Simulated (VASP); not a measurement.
# BN (P6_3mc) in VASP: further runs

Runs on BN. Level: LDA. Tasks: single point.

Program: VASP 6.6.1. These are calculated values, not measurements. Logs are shortened: lines on timing, memory, paths and dates and some standing lists are left out, and cuts for length are marked.

### 1 The cell of the first run

It takes space group P6_3mc (No. 186, hexagonal). Conventional cell: a = 2.519 Å, b = 2.519 Å, c = 4.170 Å, α = 90.00°, β = 90.00°, γ = 120.00°. N (site symmetry 3m) has 4 B at 1.55 to 1.56 Å within 2.1 Å. Within 2.1 Å of B (site symmetry 3m) lie 4 N at 1.55 to 1.56 Å.

### 2 Single point, LDA

File INCAR:

```
PREC = Accurate
ENCUT = 520
EDIFF = 1E-6
ISMEAR = -1
SIGMA = 0.05
LREAL = F
LASPH = T
NELM = 60
ALGO = Normal
ISIF = 2
LWAVE = F
LCHARG = F
NBANDS = 16
```

File KPOINTS:

```
regular mesh
0
Gamma
  12 12 6
```

File POSCAR:

```
BN
1.0
    2.5194226731      0.0000000000      0.0000000000
   -1.2597113366      2.1818840378      0.0000000000
    0.0000000000      0.0000000000      4.1697283350
N B
2 2
Direct
    0.3333333333      0.6666666667      0.1252760000
    0.6666666667      0.3333333333      0.6252760000
    0.3333333333      0.6666666667      0.4997240000
    0.6666666667      0.3333333333      0.9997240000
```

Potentials or basis: VASP PAW LDA potentials, release 64 (N, B).

The run is started by

```sh
> cat potpaw_LDA.64/N/POTCAR potpaw_LDA.64/B/POTCAR > POTCAR
> mpirun -np 1 vasp_std > vasp.out
```

OUTCAR:

```text
PREC = Accurate
   ENCUT = 520
   EDIFF = 1E-6
   ISMEAR = -1
   LREAL = F
   LASPH = T
   NELM = 60
   ISIF = 2

 ion  position               nearest neighbor table
   1  0.333  0.667  0.125-   4 1.55   4 1.55   4 1.55   3 1.56
   2  0.667  0.333  0.625-   3 1.55   3 1.55   3 1.55   4 1.56
   3  0.333  0.667  0.500-   2 1.55   2 1.55   2 1.55   1 1.56
   4  0.667  0.333  1.000-   1 1.55   1 1.55   1 1.55   2 1.56

  LATTYP: Found a hexagonal cell.
 ALAT       =     2.5194226731
 C/A-ratio  =     1.6550332660

  Lattice vectors:

 A1 = (   2.5194226731,   0.0000000000,   0.0000000000)
 A2 = (  -1.2597113366,   2.1818840378,   0.0000000000)
 A3 = (   0.0000000000,   0.0000000000,   4.1697283350)

Analysis of symmetry for initial positions (statically):
=====================================================================
 Subroutine PRICEL returns:
 Original cell was already a primitive cell.

 Routine SETGRP: Setting up the symmetry group for a
 hexagonal supercell.

 Subroutine GETGRP returns: Found 12 space group operations
 (whereof  6 operations were pure point group operations)
 out of a pool of 24 trial point group operations.

The static configuration has the point symmetry C_3v.
 The point group associated with its full space group is C_6v.

Analysis of symmetry for dynamics (positions and initial velocities):
=====================================================================
 Subroutine PRICEL returns:
 Original cell was already a primitive cell.

 Routine SETGRP: Setting up the symmetry group for a
 hexagonal supercell.

 Subroutine GETGRP returns: Found 12 space group operations
 (whereof  6 operations were pure point group operations)
 out of a pool of 24 trial point group operations.

The dynamic configuration has the point symmetry C_3v.
 The point group associated with its full space group is C_6v.

 Subroutine INISYM returns: Found 12 space group operations
 (whereof  6 operations are pure point group operations),
 and found     1 'primitive' translations

----------------------------------------------------------------------------------------

                                     Primitive cell

  volume of cell :      22.9214

  direct lattice vectors                    reciprocal lattice vectors
     2.519422673  0.000000000  0.000000000     0.396916330  0.229159750  0.000000000
    -1.259711337  2.181884038  0.000000000     0.000000000  0.458319499  0.000000000
     0.000000000  0.000000000  4.169728335     0.000000000  0.000000000  0.239823777

  length of vectors
     2.519422673  2.519422673  4.169728335     0.458319499  0.458319499  0.239823777

  position of ions in fractional coordinates (direct lattice)
     0.333333333  0.666666667  0.125276000
     0.666666667  0.333333333  0.625276000
     0.333333333  0.666666667  0.499724000
     0.666666667  0.333333333  0.999724000

  ion indices of the primitive-cell ions
   primitive index   ion index
                 1           1
                 2           2
                 3           3
                 4           4

----------------------------------------------------------------------------------------

 KPOINTS: regular mesh

Automatic generation of k-mesh.
 Grid dimensions read from file:
 generate k-points for:   12   12    6

 Generating k-lattice:

  Cartesian coordinates                     Fractional coordinates (reciprocal lattice)
     0.033076361  0.019096646  0.000000000     0.083333333  0.000000000  0.000000000
     0.000000000  0.038193292  0.000000000     0.000000000  0.083333333  0.000000000
     0.000000000  0.000000000  0.039970630     0.000000000  0.000000000  0.166666667

  Length of vectors
     0.038193292  0.038193292  0.039970630

  Shift w.r.t. Gamma in fractional coordinates (k-lattice)
     0.000000000  0.000000000  0.000000000

 Subroutine IBZKPT returns following result:
 ===========================================

 Found     76 irreducible k-points:

 Following reciprocal coordinates:
            Coordinates               Weight
  0.000000  0.000000  0.000000      1.000000
  0.083333  0.000000  0.000000      6.000000
  0.166667  0.000000  0.000000      6.000000
  0.250000  0.000000  0.000000      6.000000
  0.333333  0.000000  0.000000      6.000000
  0.416667  0.000000  0.000000      6.000000
[... 16 lines left out ...]
  0.250000  0.000000  0.166667     12.000000
  0.333333  0.000000  0.166667     12.000000
 [... further k-points ...]
   k-points           NKPTS =     76   k-points in BZ     NKDIM =     76   number of bands    NBANDS=     16
   number of dos      NEDOS =    301   number of ions     NIONS =      4
   total plane-waves  NPLWV =  12800
   dimension x,y,z NGX =    20 NGY =   20 NGZ =   32
   dimension x,y,z NGXF=    40 NGYF=   40 NGZF=   64
   ions per type =               2   2
   NGX,Y,Z   is equivalent  to a cutoff of  13.20, 13.20, 12.76 a.u.
   NGXF,Y,Z  is equivalent  to a cutoff of  26.39, 26.39, 25.52 a.u.
 SYSTEM =  unknown system
   PREC   = accura    normal or accurate (medium, high low for compatibility)
   ISTART =      0    job   : 0-new  1-cont  2-samecut
   ICHARG =      2    charge: 1-file 2-atom 10-const
   ISPIN  =      1    spin polarized calculation?
   LNONCOLLINEAR =      F non collinear calculations
   LSORBIT =      F    spin-orbit coupling
   LASPH  =      T    aspherical Exc in radial PAW
   ENCUT  =  520.0 eV  38.22 Ry    6.18 a.u.   4.68  4.68  7.75*2*pi/ulx,y,z
   NELM   =     60;   NELMIN=  2; NELMDL= -5     # of ELM steps
   EDIFF  = 0.1E-05   stopping-criterion for ELM
   LREAL  =      F    real-space projection
   EDIFFG = 0.1E-04   stopping-criterion for IOM
   NSW    =      0    number of steps for IOM
   IBRION =     -1    ionic relax: 0-MD 1-quasi-New 2-CG
   NFREE  =      0    steps in history (QN), initial steepest desc. (CG)
   ISIF   =      2    stress and relaxation
   ISYM   =      2    0-nonsym 1-usesym 2-fastsym
   POTIM  = 0.5000    time-step for ionic-motion
   TEBEG  =    0.0;   TEEND  =   0.0 temperature during run
   PSTRESS=    0.0 pullay stress
   NELECT =      16.0000    total number of electrons
   NUPDOWN=      -1.0000    fix difference up-down
   EMIN   =  10.00;   EMAX   =-10.00  energy-range for DOS
   EFERMI =   0.00;   METHOD = LEGACY
   ISMEAR =    -1;   SIGMA  =   0.05  broadening in eV -4-tet -1-fermi 0-gaus
   EFERMI_NEDOS =   21; number of points for ismear=-14 and -15
   IALGO  =     38    algorithm
   IMIX   =      4    mixing-type and parameters
     AMIX     =   0.40;   BMIX     =  1.00
     AMIX_MAG =   1.60;   BMIX_MAG =  1.00
  volume/ion in A,a.u.               =       5.73        38.67
  Fermi-wavevector in a.u.,A,eV,Ry     =   1.452228  2.744312 28.694209  2.108965
  Thomas-Fermi vector in A             =   2.569634
   LORBIT       =      0    0 simple, 1 ext, 2 COOP (PROOUT), +10 PAW based schemes
   GGA     = CA    functional components
   LHFCALC =     F    Hartree Fock is set to
   AEXX    =    0.0000 exact exchange contribution
   IVDW    =     0    specifies the selected vdW correction
   LEPSILON=     F    determine dielectric tensor
   LRPA    =     F    only Hartree local field effects (RPA)
 non-spin polarized calculation
  energy-cutoff  :      520.00
  volume of cell :       22.92
 maximum number of plane-waves:       640
 NGX is ok and might be reduce to    20
   NGX =  9   NGY =  9   NGZ = 15

 number of electron      16.0000000 magnetization

 Free energy of the ion-electron system (eV)
  ---------------------------------------------------
  ext. energy  EPLUGINS =         0.00000000
  ---------------------------------------------------
  free energy    TOTEN  =       -38.75424873 eV

  energy without entropy =      -38.75424873  energy(sigma->0) =      -38.75424873

 E-fermi :   8.9348     XC(G=0): -13.2425

 val. band max:        7.9403274361   @ k =   0.0000   0.0000   0.0000
 cond. band min:      12.8395353854   @ k =   0.3333   0.3333   0.0000
 fundamental gap:      4.8992079492
 Fermi energy:         8.9348465138

 k-point     1 :       0.0000    0.0000    0.0000
  band No.  band energies     occupation
      1     -12.6632      2.00000
      2      -8.3076      2.00000
      3      -3.3033      2.00000
      4       5.7446      2.00000
      5       5.7446      2.00000
      6       7.6449      2.00000
[... 8 lines left out ...]
     15      19.9355      0.00000
     16      24.2977      0.00000

 k-point     2 :       0.0833    0.0000    0.0000
  band No.  band energies     occupation
      1     -12.5077      2.00000
      2      -8.1866      2.00000
      3      -3.1504      2.00000
      4       5.0458      2.00000
      5       5.4493      2.00000
      6       7.3658      2.00000
[... 8 lines left out ...]
     15      20.3897      0.00000
     16      24.0553      0.00000

 k-point     3 :       0.1667    0.0000    0.0000
  band No.  band energies     occupation
      1     -12.0457      2.00000
      2      -7.8397      2.00000
      3      -2.6974      2.00000
      4       3.3556      2.00000
      5       4.7589      2.00000
      6       5.9465      2.00000
[... 8 lines left out ...]
     15      21.5689      0.00000
     16      23.3396      0.00000

 k-point     4 :       0.2500    0.0000    0.0000
  band No.  band energies     occupation
      1     -11.2928      2.00000
      2      -7.3289      2.00000
      3      -1.9662      2.00000
      4       1.3419      2.00000
      5       3.9892      2.00000
      6       4.1570      2.00000
[... 8 lines left out ...]
     15      23.0906      0.00000
     16      23.6065      0.00000
[... 324 lines left out ...]
 k-point    22 :       0.1667    0.0000    0.1667
  band No.  band energies     occupation
      1     -11.8780      2.00000
      2      -8.4194      2.00000
      3      -1.8467      2.00000
      4       3.5023      2.00000
      5       4.8945      2.00000
      6       5.5040      2.00000
[... 8 lines left out ...]
     15      21.2436      0.00000
     16      23.4031      0.00000

 k-point    23 :       0.2500    0.0000    0.1667
  band No.  band energies     occupation
      1     -11.1300      2.00000
      2      -7.8463      2.00000
      3      -1.2612      2.00000
      4       1.5578      2.00000
      5       3.7120      2.00000
      6       4.1323      2.00000
[... 8 lines left out ...]
     15      22.7448      0.00000
     16      23.7100      0.00000

 k-point    24 :       0.3333    0.0000    0.1667
  band No.  band energies     occupation
      1     -10.1340      2.00000
      2      -7.2229      2.00000
      3      -1.1052      2.00000
      4       0.3799      2.00000
      5       1.8831      2.00000
      6       3.4910      2.00000
[... 8 lines left out ...]
     15      24.1651      0.00000
     16      24.5478      0.00000

 [... further k-points ...]
[... 5 lines left out ...]
  --------------------------------------------------------------------------------------
  -------------------------------------------------------------------------------------
  Total        0.4018932      0.4018932      0.3709590     -0.0000000      0.0000000      0.0000000
  in kB       28.0918780     28.0918780     25.9296110     -0.0000000      0.0000000      0.0000000
  external PRESSURE =      27.3711223 kB  Pullay stress =       0.0000000 kB

 VOLUME and BASIS-vectors are now :
 -----------------------------------------------------------------------------
  energy-cutoff  :      520.00
  volume of cell :       22.92
      direct lattice vectors                 reciprocal lattice vectors
     2.519422673  0.000000000  0.000000000     0.396916330  0.229159750  0.000000000
    -1.259711337  2.181884038  0.000000000     0.000000000  0.458319499  0.000000000
     0.000000000  0.000000000  4.169728335     0.000000000  0.000000000  0.239823777

 POSITION                                       TOTAL-FORCE (eV/Angst)
 -----------------------------------------------------------------------------------
     -0.00000      1.45459      0.52237         0.000000      0.000000      0.011066
      1.25971      0.72729      2.60723         0.000000     -0.000000      0.011066
     -0.00000      1.45459      2.08371         0.000000     -0.000000     -0.011066
      1.25971      0.72729      4.16858        -0.000000      0.000000     -0.011066
 -----------------------------------------------------------------------------------
    total drift:                               -0.000000     -0.000000      0.000520

  FREE ENERGIE OF THE ION-ELECTRON SYSTEM (eV)
  ---------------------------------------------------
  free  energy   TOTEN  =       -38.7542487337 eV

  energy  without entropy=      -38.7542487337  energy(sigma->0) =      -38.75424873
```

Run time: 9.7 s. Hardware: 1 thread of Intel Xeon 6975P-C (Granite Rapids), shared host; peak memory 0.13 GiB.

Results:

| Property | Result |
| --- | --- |
| Free energy | -38.7542 eV |
| Pressure | 2.7 GPa |
| Largest force | 0.011 eV/Å |
| Band gap on the k mesh | 4.90 eV, indirect (least direct gap 8.30 eV) |

Forces on the atoms (eV/Å):
```
N    0.000  0.000  0.011
N    0.000  0.000  0.011
B    0.000  0.000 -0.011
B    0.000  0.000 -0.011
```

Levels at points of the mesh, in eV from the valence-band top:
| k point | band 5 | band 6 | band 7 | band 8 | band 9 | band 10 | band 11 | band 12 |
| --- | --- | --- | --- | --- | --- | --- | --- | --- |
| (0.00, 0.00, 0.00) | -2.20 | -0.30 | 0.00 | 0.00 | 8.36 | 8.36 | 8.64 | 9.99 |
| (0.50, 0.00, 0.00) | -7.08 | -5.16 | -4.62 | -2.19 | 6.73 | 7.90 | 10.63 | 11.69 |
| (0.00, 0.00, 0.50) | -1.22 | -1.22 | -1.22 | -1.22 | 9.74 | 9.74 | 9.96 | 9.96 |
| (0.50, 0.00, 0.50) | -3.91 | -3.91 | -3.69 | -3.69 | 6.60 | 6.60 | 10.17 | 10.17 |

A k mesh can miss the band edges. A hybrid or GW would open this gap; LDA tends to underestimate it.

### 3 Single point, LDA

This run uses another cell than the first one, of 5.85 Å³/atom, 1.021 times its volume.

File INCAR:

```
PREC     = Accurate       # precision mode
ENCUT    = 520            # plane-wave cutoff, eV
EDIFF    = 1E-7           # SCF threshold, eV
ISMEAR   = -1             # smearing method
SIGMA    = 0.05           # smearing width, eV
LREAL    = False          # projectors in reciprocal space
LASPH    = True           # aspherical terms in the spheres
NELM     = 60             # most SCF steps
ALGO     = Normal         # electronic algorithm
ISIF     = 2              # what is computed and relaxed
LWAVE    = False          # write WAVECAR
LCHARG   = False          # write CHGCAR
NBANDS   = 16             # bands
```

File KPOINTS:

```
Automatic mesh
0
Gamma
  12 12 6
```

File POSCAR:

```
BN
1.0
    2.5367985510      0.0000000000      0.0000000000
   -1.2683992755      2.1969319894      0.0000000000
    0.0000000000      0.0000000000      4.1984859909
N B
2 2
Direct
    0.3333333333      0.6666666667      0.1252760000
    0.6666666667      0.3333333333      0.6252760000
    0.3333333333      0.6666666667      0.4997240000
    0.6666666667      0.3333333333      0.9997240000
```

Potentials or basis: VASP PAW LDA potentials, release 64 (N, B).

The run is started by

```sh
> cat potpaw_LDA.64/N/POTCAR potpaw_LDA.64/B/POTCAR > POTCAR
> mpirun -np 1 vasp_std > vasp.out
```

OUTCAR:

```text
PREC = Accurate
   ENCUT = 520
   EDIFF = 1E-7
   ISMEAR = -1
   LREAL = False
   LASPH = True
   NELM = 60
   ISIF = 2

 ion  position               nearest neighbor table
   1  0.333  0.667  0.125-   4 1.56   4 1.56   4 1.56   3 1.57
   2  0.667  0.333  0.625-   3 1.56   3 1.56   3 1.56   4 1.57
   3  0.333  0.667  0.500-   2 1.56   2 1.56   2 1.56   1 1.57
   4  0.667  0.333  1.000-   1 1.56   1 1.56   1 1.56   2 1.57

  LATTYP: Found a hexagonal cell.
 ALAT       =     2.5367985510
 C/A-ratio  =     1.6550332659

  Lattice vectors:

 A1 = (   2.5367985510,   0.0000000000,   0.0000000000)
 A2 = (  -1.2683992755,   2.1969319894,   0.0000000000)
 A3 = (   0.0000000000,   0.0000000000,   4.1984859909)

Analysis of symmetry for initial positions (statically):
=====================================================================
 Subroutine PRICEL returns:
 Original cell was already a primitive cell.

 Routine SETGRP: Setting up the symmetry group for a
 hexagonal supercell.

 Subroutine GETGRP returns: Found 12 space group operations
 (whereof  6 operations were pure point group operations)
 out of a pool of 24 trial point group operations.

The static configuration has the point symmetry C_3v.
[... 166 lines left out ...]

 E-fermi :   8.5986     XC(G=0): -13.1430

 val. band max:        7.6731802847   @ k =   0.0000   0.0000   0.0000
 cond. band min:      12.6063496475   @ k =   0.3333   0.3333   0.0000
 fundamental gap:      4.9331693629
 Fermi energy:         8.5986429910

 k-point     1 :       0.0000    0.0000    0.0000
  band No.  band energies     occupation
      1     -12.6880      2.00000
      2      -8.4297      2.00000
      3      -3.3715      2.00000
      4       5.5229      2.00000
      5       5.5229      2.00000
      6       7.3855      2.00000
[... 433 lines left out ...]
      3      -1.2178      2.00000
      4       0.2402      2.00000
      5       1.6978      2.00000
      6       3.3166      2.00000
[... 8 lines left out ...]
     15      23.6340      0.00000
     16      23.9664      0.00000

 [... further k-points ...]
[... 5 lines left out ...]
  --------------------------------------------------------------------------------------
  -------------------------------------------------------------------------------------
  Total       -0.7816383     -0.7816383     -0.8298606      0.0000000      0.0000000      0.0000000
  in kB      -53.5206155    -53.5206155    -56.8225121      0.0000000      0.0000000      0.0000000
  external PRESSURE =     -54.6212477 kB  Pullay stress =       0.0000000 kB

 VOLUME and BASIS-vectors are now :
 -----------------------------------------------------------------------------
  energy-cutoff  :      520.00
  volume of cell :       23.40
      direct lattice vectors                 reciprocal lattice vectors
     2.536798551  0.000000000  0.000000000     0.394197639  0.227590113  0.000000000
    -1.268399275  2.196931989  0.000000000     0.000000000  0.455180226  0.000000000
     0.000000000  0.000000000  4.198485991     0.000000000  0.000000000  0.238181097

 POSITION                                       TOTAL-FORCE (eV/Angst)
 -----------------------------------------------------------------------------------
     -0.00000      1.46462      0.52597         0.000000      0.000000     -0.005508
      1.26840      0.73231      2.62521        -0.000000      0.000000     -0.005508
     -0.00000      1.46462      2.09808         0.000000      0.000000      0.005508
      1.26840      0.73231      4.19733         0.000000     -0.000000      0.005508
 -----------------------------------------------------------------------------------
    total drift:                               -0.000000     -0.000000      0.000130

  FREE ENERGIE OF THE ION-ELECTRON SYSTEM (eV)
  ---------------------------------------------------
  free  energy   TOTEN  =       -38.7507503525 eV

  energy  without entropy=      -38.7507503525  energy(sigma->0) =      -38.75075035
```

Run time: 9.4 s. Hardware: 1 thread of Intel Xeon 6975P-C (Granite Rapids), shared host; peak memory 0.13 GiB.

What came out:

```yaml
Free_energy: -38.7508 eV
Pressure: -5.5 GPa
Largest_force: 0.006 eV/Å
Band_gap_on_the_k_mesh: 4.93 eV, indirect (least direct gap 8.20 eV)
```

Forces on the atoms (eV/Å):
```
N    0.000  0.000 -0.006
N    0.000  0.000 -0.006
B    0.000  0.000  0.006
B    0.000  0.000  0.006
```

Stress tensor (GPa, compression positive):
```
-5.35  0.00  0.00
 0.00 -5.35  0.00
 0.00  0.00 -5.68
```

A k mesh can miss the band edges. A hybrid or GW would open this gap; LDA tends to underestimate it.
